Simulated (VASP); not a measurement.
A run of VASP 6.6.1 is set up as follows.

INCAR

```
  PREC = Accurate
  ENCUT = 500
  EDIFF = 1E-6
  ISMEAR = -1
  SIGMA = 0.05
  LREAL = False
  LASPH = True
  NELM = 120
  ALGO = Normal
  ISIF = 2
  LWAVE = False
  LCHARG = False
  GGA = PE
  NBANDS = 12
  GGA_COMPAT = False
```

Contents of KPOINTS:

```
Automatic mesh
0
Gamma
  19 19 19
```

File POSCAR:

```
Ta
1.0
    0.0000000000      2.1118862934      2.1118862934
    2.1118862934      0.0000000000      2.1118862934
    2.1118862934      2.1118862934      0.0000000000
Ta
1
Direct
    0.0000000000      0.0000000000      0.0000000000
```

Potentials or basis: VASP PAW PBE potentials, release 64 (Ta_pv).

Launch:

```console
$ cat potpaw_PBE.64/Ta_pv/POTCAR > POTCAR
$ mpirun -np 1 vasp_std > vasp.out
```

**Question.** Predict the band gap on the k mesh.

**Answer.** Zero (an odd number of electrons rules out a gap without spin polarisation).

**Question.** What does it give for the pressure?

**Answer.** 0.0 GPa.

Caveat: spin-orbit coupling is left out, which moves the levels of the heavy elements.
